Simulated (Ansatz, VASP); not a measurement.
# Two plane-wave programs on Be4Ge3Pt

The input INCAR:

```
  PREC = Accurate
  ENCUT = 600
  EDIFF = 1E-6
  ISMEAR = 0
  SIGMA = 0.1
  LREAL = False
  LASPH = True
  NELM = 80
  ALGO = Normal
  ISIF = 3
  LWAVE = False
  LCHARG = False
  GGA = PE
  IBRION = 2
  NSW = 90
  EDIFFG = -0.04
```

Contents of KPOINTS:

```
regular mesh
0
Gamma
  4 4 4
```

Contents of POSCAR:

```
Be4Ge3Pt
1.0
    4.8419015290      0.0000000000      0.0000000000
    0.0000000000      4.8419015290      0.0000000000
    0.0000000000      0.0000000000      4.8419015290
Be Ge Pt
4 3 1
Direct
    0.2350000000      0.2350000000      0.2350000000
    0.2350000000      0.7650000000      0.7650000000
    0.7650000000      0.7650000000      0.2350000000
    0.7650000000      0.2350000000      0.7650000000
    0.5000000000      0.0000000000      0.0000000000
    0.0000000000      0.5000000000      0.0000000000
    0.0000000000      0.0000000000      0.5000000000
    0.0000000000      0.0000000000      0.0000000000
```

Input for Ansatz:

```yaml
crystal:
  lattice:
    - [4.841901529, 0.0, 0.0]
    - [0.0, 4.841901529, 0.0]
    - [0.0, 0.0, 4.841901529]
  atoms:
    - { symbol: Be, position: [0.235, 0.235, 0.235] }
    - { symbol: Be, position: [0.235, 0.765, 0.765] }
    - { symbol: Be, position: [0.765, 0.765, 0.235] }
    - { symbol: Be, position: [0.765, 0.235, 0.765] }
    - { symbol: Ge, position: [0.5, 0.0, 0.0] }
    - { symbol: Ge, position: [0.0, 0.5, 0.0] }
    - { symbol: Ge, position: [0.0, 0.0, 0.5] }
    - { symbol: Pt, position: [0.0, 0.0, 0.0] }
basis:
  ecutwfc: 420
kpoints:
  mp_grid: { grid: [4, 4, 4] }
hamiltonian:
  xc: pbe
scf:
  occupations: { method: gaussian, width: 0.1 }
  lower_state_search: "off"
output:
  forces: true
  stress: true
  eigenvalues: true
relax:
  adjacent_minimum: "off"
  f_tol: 0.04
  max_steps: 70
  cell: { stress_tol: 0.4 }
```

Alike in both runs: task relaxation of cell and atoms; functional PBE; k mesh 4 × 4 × 4; occupations gaussian, width 0.1 eV; no spin polarisation.

|  | VASP | Ansatz |
| --- | --- | --- |
| version | VASP 6.6.1 | Ansatz 0.2.0 |
| potentials or method | VASP PAW PBE potentials, release 64 (Be, Ge_d, Pt), cutoff 600 eV | scalar-relativistic, plane waves, PAW |
| valence electrons in the cell | 60 | 68 |

Ansatz gave:

| Quantity | Value |
| --- | --- |
| gap on the k mesh at the Fermi level, each at its own relaxed structure (eV) | none |
| relaxed volume (Å³/atom) | 15.55 |
| relaxed cell length with the largest relative difference (Å) | 4.992 |

Q: Estimate VASP's values.

A: gap on the k mesh at the Fermi level, each at its own relaxed structure (eV): none; relaxed volume (Å³/atom): 18.56; relaxed cell length with the largest relative difference (Å): 5.295.

A gap of «none» marks a metal or a gap that the smearing closes. One of these differences is far larger than is usual between the two programs; its cause wasn't traced. VASP's potentials hold 60 valence electrons a cell and Ansatz's 68, so a difference there can come from the potentials and not from the codes.

Neither program's run includes spin-orbit coupling. Noted on VASP's run: the volume moved by over 15 % at a fixed basis, so the end points are rough.
